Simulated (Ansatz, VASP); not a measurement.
## BaTiO3: VASP beside Ansatz

```
CELL_PARAMETERS angstrom
3.98410 0.00000 0.00000
0.00000 2.83705 2.81734
0.00000 -2.83705 2.81734
ATOMIC_POSITIONS crystal
Ba 0.00000 0.00561 0.00561
Ti 0.50000 0.51787 0.51787
O 0.00000 0.49306 0.49306
O 0.50000 0.49347 0.98621
O 0.50000 0.98621 0.49347
```

Change from the starting cell: z stretched by -1 %, ions relaxed.

Alike in both runs: functional PBE; k mesh 8 × 8 × 8; occupations fermi-dirac, width 0.02 eV; no spin polarisation.

Ansatz relaxed the structure, and its values are those at the end. VASP's run is a single point on that final structure, the one shown.

```csv
,VASP,Ansatz
version,VASP 6.6.1,Ansatz 0.2.0
potentials or method,"VASP PAW PBE potentials, release 64 (Ba_sv, Ti_sv, O)","plane-wave PAW, scalar-relativistic"
plane-wave cutoff (eV),520,420
valence electrons in the cell,40,40
```

```csv
,VASP,Ansatz,Ansatz less VASP
gap on the k mesh at the Fermi level (eV),2.07,2.13,+0.057
pressure (GPa),7.0,5.2,-1.86
rms of the force components (eV/Å),0.027,0.004,-0.0226
```

The functional is the same, so the differences come from potentials, cutoffs and numerics. Ansatz's warnings: stress scf threshold loose.

Neither program's run includes spin-orbit coupling.
